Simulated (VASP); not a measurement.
Set up this calculation in VASP 6.6.1, as the native input.

| Quantity | Value |
| --- | --- |
| Task | relaxation of cell and atoms |
| Functional | PBE |
| Potentials or basis | VASP PAW PBE potentials, release 64 (Ta_pv) |
| Cutoff | 600 eV |
| k mesh | 4 × 4 × 4 |
| Occupations | gaussian, width 0.1 eV |
| Spin | no spin polarisation |
| Dipole correction | no |
| Further INCAR settings | ALGO = Fast; EDIFF = 1e-06; IBRION = 2; EDIFFG = -0.04; NSW = 90; ISIF = 3 |

The structure of Ta lies in POSCAR:

```
Ta
1.0
    2.5154034555     -3.7544146685      0.0000000000
    2.5154034555      3.7544146685      0.0000000000
    0.0000000000      0.0000000000      5.6866740643
Ta
5
Direct
    0.5000000000      0.0000000000      0.2500000000
    0.0000000000      0.5000000000      0.7500000000
    0.0000000000      0.5000000000      0.2500000000
    0.5000000000      0.0000000000      0.7500000000
    0.0000000000      0.0000000000      0.0000000000
```

These files were run (other wordings do the same):

INCAR

```
PREC = Accurate ; ENCUT = 600
EDIFF = 1E-6 ; ISMEAR = 0
SIGMA = 0.1 ; LREAL = F
LASPH = T ; NELM = 100
ALGO = Fast ; ISIF = 3
LWAVE = F ; LCHARG = F
GGA = PE ; IBRION = 2
NSW = 90 ; EDIFFG = -0.04
```

KPOINTS

```
regular mesh
0
Gamma
  4 4 4
```

Potentials or basis: VASP PAW PBE potentials, release 64 (Ta_pv).

The run is started by

```sh
$ cat potpaw_PBE.64/Ta_pv/POTCAR > POTCAR
$ mpirun -np 1 vasp_std > vasp.out
```

It gave:

```yaml
Relaxed_volume: 21.18 Å³/atom
Relaxed_cell: a = 3.909 Å, b = 3.909 Å, c = 6.933 Å, α = 90.00°, β = 90.00°, γ = 89.97°
Space_group_after_relaxing_to_0.05_Å: P4/mmm (No. 123)
Energy_gained_by_relaxing: 596.8 meV/atom
Ionic_steps: 32
Pressure_after_relaxing: -0.1 GPa
```

Caveat: the k points lie up to 0.40 Å⁻¹ apart in the final cell.

It took 42 min on 1 thread of Intel(R) Xeon(R) 6975P-C (Granite Rapids) (shared host), peak memory 0.29 GiB.
